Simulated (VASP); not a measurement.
Here is a VASP 6.6.1 calculation.

The input INCAR:

```
ALGO = Fast
EDIFF = 1E-6
EDIFFG = -0.015
ENCUT = 600
GGA = PS
IBRION = 2
ISIF = 3
ISMEAR = 0
LASPH = T
LCHARG = F
LREAL = F
LWAVE = F
NELM = 100
NSW = 80
PREC = Accurate
SIGMA = 0.1
```

KPOINTS

```
k-points
0
Gamma
  8 8 8
```

Contents of POSCAR:

```
Pt
1.0
    2.7249830564      0.0000000000      4.7056091967
    2.7249830564      0.0000000000     -4.7056091967
   -2.7249830564      4.7210449852      0.0000000000
Pt
8
Direct
    0.2922232741      0.0422232741      0.3344465482
    0.2922232741      0.0422232741      0.8344465482
    0.7922232741      0.5422232741      0.3344465482
    0.7922232741      0.5422232741      0.8344465482
    0.7077767259      0.9577767259      0.6655534518
    0.7077767259      0.9577767259      0.1655534518
    0.2077767259      0.4577767259      0.6655534518
    0.2077767259      0.4577767259      0.1655534518
```

Potentials or basis: VASP PAW PBE potentials, release 64 (Pt).

Command:

```console
$ cat potpaw_PBE.64/Pt/POTCAR > POTCAR
$ mpirun -np 1 vasp_std > vasp.out
```

**Question.** Estimate the relaxed volume.

**Answer.** 15.12 Å³/atom.

**Question.** Predict the relaxed cell.

**Answer.** a = 5.427 Å, b = 5.427 Å, c = 5.457 Å, α = 104.54°, β = 104.54°, γ = 119.68°.

**Question.** What does it give for the band gap on the k mesh?

**Answer.** Zero (bands 40 and 41 overlap by 0.96 eV).

Forces in eV/Å, atoms in the order of the input:
```
Pt   0.000 -0.006  0.000
Pt   0.000 -0.006  0.000
Pt   0.000 -0.006  0.000
Pt   0.000 -0.006  0.000
Pt   0.000  0.006  0.000
Pt   0.000  0.006  0.000
Pt   0.000  0.006  0.000
Pt   0.000  0.006  0.000
```

Caveat: the PAW data sets were made with another functional, which shifts forces and pressure a little; spin-orbit coupling is left out, which moves the levels of the heavy elements.
